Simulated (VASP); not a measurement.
# Nb (Im-3m) in VASP: notebook, part 2 of 2

VASP 6.6.1. The steps go on from the part before.

## Step 6: Single point, PBEsol (volume scaled by 0.92)

INCAR

```
SYSTEM = Nb
PREC     = Accurate       ! precision mode
ENCUT    = 520            ! plane-wave cutoff, eV
EDIFF    = 1E-6           ! SCF threshold, eV
ISMEAR   = -1             ! smearing method
SIGMA    = 0.1            ! smearing width, eV
LREAL    = .FALSE.        ! projectors in reciprocal space
LASPH    = .TRUE.         ! aspherical terms in the spheres
NELM     = 60             ! most SCF steps
ALGO     = Normal         ! electronic algorithm
ISIF     = 2              ! what is computed and relaxed
LWAVE    = .FALSE.        ! write WAVECAR
LCHARG   = .FALSE.        ! write CHGCAR
GGA      = PS             ! functional
NBANDS   = 12             ! bands
```

KPOINTS

```
regular mesh
0
G
  16 16 16
  0 0 0
```

POSCAR

```
Nb
1.0
   -1.5912365837      1.5912365837      1.5912365837
    1.5912365837     -1.5912365837      1.5912365837
    1.5912365837      1.5912365837     -1.5912365837
Nb
1
Direct
    0.0000000000      0.0000000000      0.0000000000
```

Potentials or basis: VASP PAW PBE potentials, release 64 (Nb_sv).

On the command line:

```sh
$ cat potpaw_PBE.64/Nb_sv/POTCAR > POTCAR
$ mpirun -np 1 vasp_std > vasp.out
```

OUTCAR:

```text
SYSTEM = Nb
   PREC = Accurate
   ENCUT = 520
   EDIFF = 1E-6
   ISMEAR = -1
   LREAL = .FALSE.
   LASPH = .TRUE.
   NELM = 60
   ISIF = 2
   GGA = PS

 ion  position               nearest neighbor table
   1  0.000  0.000  0.000-

  LATTYP: Found a body centered cubic cell.
 ALAT       =     3.1824731674

  Lattice vectors:

 A1 = (  -1.5912365837,   1.5912365837,   1.5912365837)
 A2 = (   1.5912365837,  -1.5912365837,   1.5912365837)
 A3 = (   1.5912365837,   1.5912365837,  -1.5912365837)

Analysis of symmetry for initial positions (statically):
=====================================================================
 Subroutine PRICEL returns:
 Original cell was already a primitive cell.

 Routine SETGRP: Setting up the symmetry group for a
 body centered cubic supercell.

 Subroutine GETGRP returns: Found 48 space group operations
 (whereof 48 operations were pure point group operations)
 out of a pool of 48 trial point group operations.

The static configuration has the point symmetry O_h .

Analysis of symmetry for dynamics (positions and initial velocities):
=====================================================================
 Subroutine PRICEL returns:
 Original cell was already a primitive cell.

 Routine SETGRP: Setting up the symmetry group for a
 body centered cubic supercell.

 Subroutine GETGRP returns: Found 48 space group operations
 (whereof 48 operations were pure point group operations)
 out of a pool of 48 trial point group operations.

The dynamic configuration has the point symmetry O_h .

 Subroutine INISYM returns: Found 48 space group operations
 (whereof 48 operations are pure point group operations),
 and found     1 'primitive' translations

----------------------------------------------------------------------------------------

                                     Primitive cell

  volume of cell :      16.1163

  direct lattice vectors                    reciprocal lattice vectors
    -1.591236584  1.591236584  1.591236584     0.000000000  0.314221031  0.314221031
     1.591236584 -1.591236584  1.591236584     0.314221031  0.000000000  0.314221031
     1.591236584  1.591236584 -1.591236584     0.314221031  0.314221031  0.000000000

  length of vectors
     2.756102610  2.756102610  2.756102610     0.444375644  0.444375644  0.444375644

  position of ions in fractional coordinates (direct lattice)
     0.000000000  0.000000000  0.000000000

  ion indices of the primitive-cell ions
   primitive index   ion index
                 1           1

----------------------------------------------------------------------------------------

 KPOINTS: regular mesh

Automatic generation of k-mesh.
 Grid dimensions read from file:
 generate k-points for:   16   16   16

 Generating k-lattice:

  Cartesian coordinates                     Fractional coordinates (reciprocal lattice)
     0.000000000  0.019638814  0.019638814     0.062500000  0.000000000  0.000000000
     0.019638814  0.000000000  0.019638814     0.000000000  0.062500000  0.000000000
     0.019638814  0.019638814  0.000000000     0.000000000  0.000000000  0.062500000

  Length of vectors
     0.027773478  0.027773478  0.027773478

  Shift w.r.t. Gamma in fractional coordinates (k-lattice)
     0.000000000  0.000000000  0.000000000

 Subroutine IBZKPT returns following result:
 ===========================================

 Found    145 irreducible k-points:

 Following reciprocal coordinates:
            Coordinates               Weight
  0.000000  0.000000  0.000000      1.000000
  0.062500  0.000000  0.000000     12.000000
  0.125000  0.000000  0.000000     12.000000
  0.187500  0.000000  0.000000     12.000000
  0.250000  0.000000  0.000000     12.000000
  0.312500  0.000000  0.000000     12.000000
[... 16 lines left out ...]
  0.187500  0.187500  0.000000     24.000000
  0.250000  0.187500 -0.000000     48.000000
 [... further k-points ...]
   k-points           NKPTS =    145   k-points in BZ     NKDIM =    145   number of bands    NBANDS=     12
   number of dos      NEDOS =    301   number of ions     NIONS =      1
   total plane-waves  NPLWV =   8000
   dimension x,y,z NGX =    20 NGY =   20 NGZ =   20
   dimension x,y,z NGXF=    40 NGYF=   40 NGZF=   40
   ions per type =               1
   NGX,Y,Z   is equivalent  to a cutoff of  12.06, 12.06, 12.06 a.u.
   NGXF,Y,Z  is equivalent  to a cutoff of  24.13, 24.13, 24.13 a.u.
 SYSTEM =  Nb
   PREC   = accura    normal or accurate (medium, high low for compatibility)
   ISTART =      0    job   : 0-new  1-cont  2-samecut
   ICHARG =      2    charge: 1-file 2-atom 10-const
   ISPIN  =      1    spin polarized calculation?
   LNONCOLLINEAR =      F non collinear calculations
   LSORBIT =      F    spin-orbit coupling
   LASPH  =      T    aspherical Exc in radial PAW
   ENCUT  =  520.0 eV  38.22 Ry    6.18 a.u.   5.12  5.12  5.12*2*pi/ulx,y,z
   NELM   =     60;   NELMIN=  2; NELMDL= -5     # of ELM steps
   EDIFF  = 0.1E-05   stopping-criterion for ELM
   LREAL  =      F    real-space projection
   EDIFFG = 0.1E-04   stopping-criterion for IOM
   NSW    =      0    number of steps for IOM
   IBRION =     -1    ionic relax: 0-MD 1-quasi-New 2-CG
   NFREE  =      0    steps in history (QN), initial steepest desc. (CG)
   ISIF   =      2    stress and relaxation
   ISYM   =      2    0-nonsym 1-usesym 2-fastsym
   POTIM  = 0.5000    time-step for ionic-motion
   TEBEG  =    0.0;   TEEND  =   0.0 temperature during run
   PSTRESS=    0.0 pullay stress
   NELECT =      13.0000    total number of electrons
   NUPDOWN=      -1.0000    fix difference up-down
   EMIN   =  10.00;   EMAX   =-10.00  energy-range for DOS
   EFERMI =   0.00;   METHOD = LEGACY
   ISMEAR =    -1;   SIGMA  =   0.10  broadening in eV -4-tet -1-fermi 0-gaus
   EFERMI_NEDOS =   21; number of points for ismear=-14 and -15
   IALGO  =     38    algorithm
   IMIX   =      4    mixing-type and parameters
     AMIX     =   0.40;   BMIX     =  1.00
     AMIX_MAG =   1.60;   BMIX_MAG =  1.00
  volume/ion in A,a.u.               =      16.12       108.76
  Fermi-wavevector in a.u.,A,eV,Ry     =   1.523940  2.879829 31.598076  2.322393
  Thomas-Fermi vector in A             =   2.632315
   LORBIT       =      0    0 simple, 1 ext, 2 COOP (PROOUT), +10 PAW based schemes
   GGA     = PS    functional components
   LHFCALC =     F    Hartree Fock is set to
   AEXX    =    0.0000 exact exchange contribution
   IVDW    =     0    specifies the selected vdW correction
   LEPSILON=     F    determine dielectric tensor
   LRPA    =     F    only Hartree local field effects (RPA)
 non-spin polarized calculation
  energy-cutoff  :      520.00
  volume of cell :       16.12
 maximum number of plane-waves:       466
   NGX = 11   NGY = 11   NGZ = 11

 number of electron      13.0000000 magnetization

 Free energy of the ion-electron system (eV)
  ---------------------------------------------------
  ext. energy  EPLUGINS =         0.00000000
  ---------------------------------------------------
  free energy    TOTEN  =       -10.90597578 eV

  energy without entropy =      -10.86418874  energy(sigma->0) =      -10.88508226

 E-fermi :  12.6773     XC(G=0): -13.2164

 val. band max:       12.6394305204   @ k =  -0.1250   0.1875   0.0625
 cond. band min:      12.6896099972   @ k =  -0.1875   0.1875   0.1875
 fundamental gap:      0.0501794769
 Fermi energy:        12.6773104272

 k-point     1 :       0.0000    0.0000    0.0000
  band No.  band energies     occupation
      1     -41.4965      2.00000
      2     -16.5219      2.00000
      3     -16.5219      2.00000
      4     -16.5219      2.00000
      5       6.5289      2.00000
      6      12.9851      0.08806
      7      12.9851      0.08806
      8      12.9851      0.08806
      9      16.2812      0.00000
     10      16.2812      0.00000
     11      27.1658      0.00000
     12      27.1658      0.00000
[... 331 lines left out ...]
 k-point    24 :       0.2500    0.1875   -0.0000
  band No.  band energies     occupation
      1     -41.1578      2.00000
      2     -18.0318      2.00000
      3     -17.1467      2.00000
      4     -16.6918      2.00000
      5       9.7159      2.00000
      6      11.1174      2.00000
      7      12.3116      1.94969
      8      15.6367      0.00000
      9      17.2622      0.00000
     10      19.4711      0.00000
     11      26.8014      0.00000
     12      28.6548      0.00000

 [... further k-points ...]

------------------------ aborting loop because EDIFF is reached ----------------------------------------

  FORCE on cell =-STRESS in cart. coord.  units (eV):
  Direction    XX          YY          ZZ          XY          YZ          ZX
  --------------------------------------------------------------------------------------
  -------------------------------------------------------------------------------------
  Total        1.7579215      1.7579215      1.7579215      0.0000000      0.0000000      0.0000000
  in kB      174.7615145    174.7615145    174.7615145      0.0000000      0.0000000      0.0000000
  external PRESSURE =     174.7615145 kB  Pullay stress =       0.0000000 kB

 VOLUME and BASIS-vectors are now :
 -----------------------------------------------------------------------------
  energy-cutoff  :      520.00
  volume of cell :       16.12
      direct lattice vectors                 reciprocal lattice vectors
    -1.591236584  1.591236584  1.591236584     0.000000000  0.314221031  0.314221031
     1.591236584 -1.591236584  1.591236584     0.314221031  0.000000000  0.314221031
     1.591236584  1.591236584 -1.591236584     0.314221031  0.314221031  0.000000000

 POSITION                                       TOTAL-FORCE (eV/Angst)
 -----------------------------------------------------------------------------------
      0.00000      0.00000      0.00000        -0.000000      0.000000     -0.000000
 -----------------------------------------------------------------------------------
    total drift:                                0.000000     -0.000000      0.000000

  FREE ENERGIE OF THE ION-ELECTRON SYSTEM (eV)
  ---------------------------------------------------
  free  energy   TOTEN  =       -10.9059757776 eV

  energy  without entropy=      -10.8641887447  energy(sigma->0) =      -10.88508226
```

It took 13 s on 1 thread of AMD EPYC 9R45 (Zen 5), shared host; peak memory 0.11 GiB.

What came out:

| Item | Value |
| --- | --- |
| Free energy | -10.9060 eV |
| Pressure | 17.5 GPa |

Caveat: the PAW data sets were made with another functional, which shifts forces and pressure a little.

## Step 7: Summary

| cell | gap on the mesh (eV) | pressure (GPa) |
| --- | --- | --- |
| a = 2.586 Å, angles 109.5°, 1 atom | none | 81.3 |
| a = 2.674 Å, angles 109.5°, 1 atom | none | 43.5 |
| a = 2.756 Å, angles 109.5°, 1 atom | none | 17.5 |

Alike in all rows: task single point; level PBEsol; potentials or basis VASP PAW PBE potentials, release 64 (Nb_sv); no spin polarisation; k mesh 16 × 16 × 16; cutoff (eV) 520; smearing fermi-dirac 0.1 eV.

Caveats: the PAW data sets were made with another functional, which shifts forces and pressure a little.

Absolute energies hang on the potentials; compare differences alone.
